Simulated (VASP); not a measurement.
Here is a VASP 6.6.1 calculation.

Contents of INCAR:

```
SYSTEM = CoO
PREC     = Accurate       ! precision mode
ENCUT    = 600            ! plane-wave cutoff, eV
EDIFF    = 1E-6           ! SCF threshold, eV
ISMEAR   = 0              ! smearing method
SIGMA    = 0.1            ! smearing width, eV
LREAL    = .FALSE.        ! projectors in reciprocal space
LASPH    = .TRUE.         ! aspherical terms in the spheres
NELM     = 200            ! most SCF steps
ALGO     = Normal         ! electronic algorithm
ISIF     = 2              ! what is computed and relaxed
LWAVE    = .FALSE.        ! write WAVECAR
LCHARG   = .TRUE.         ! write CHGCAR
ISPIN    = 2              ! spin polarisation
MAGMOM   = -3 3 0 0       ! initial moments
LORBIT   = 11             ! projections on sites
LMAXMIX  = 4              ! l up to which the mixer works
GGA      = CA             ! functional
LELF     = .TRUE.         ! ELF
LVHAR    = .TRUE.       
NBANDS   = 35             ! bands
GGA_COMPAT= .FALSE.
```

The input KPOINTS:

```
Automatic mesh
0
G
  6 6 6
  0 0 0
```

POSCAR

```
CoO
1.0
    1.6022198417      0.9250420569      5.1329417806
   -1.6022198417      0.9250420569      5.1329417806
    0.0000000000     -1.8500841138      5.1329417806
Co O
2 2
Direct
    0.9994877300      0.9994877300      0.9994877300
    0.4994905900      0.4994905900      0.4994905900
    0.3754955300      0.3754955300      0.3754955300
    0.8755255000      0.8755255000      0.8755255000
```

Potentials or basis: VASP PAW LDA potentials, release 64 (Co_sv, O).

Launch:

```sh
$ cat potpaw_LDA.64/Co_sv/POTCAR potpaw_LDA.64/O/POTCAR > POTCAR
$ mpirun -np 1 vasp_std > vasp.out
```

Estimate the net moment.

0.00 μB per cell.

Predict the site moments.

Co -1.91, +1.91; O -0.13, +0.13 μB.

Forces on the atoms (eV/Å):
```
Co   0.000  0.000  0.004
Co   0.000  0.000  0.001
O    0.000  0.000  0.000
O    0.000  0.000 -0.005
```

Caveat: the k points lie up to 0.38 Å⁻¹ apart.
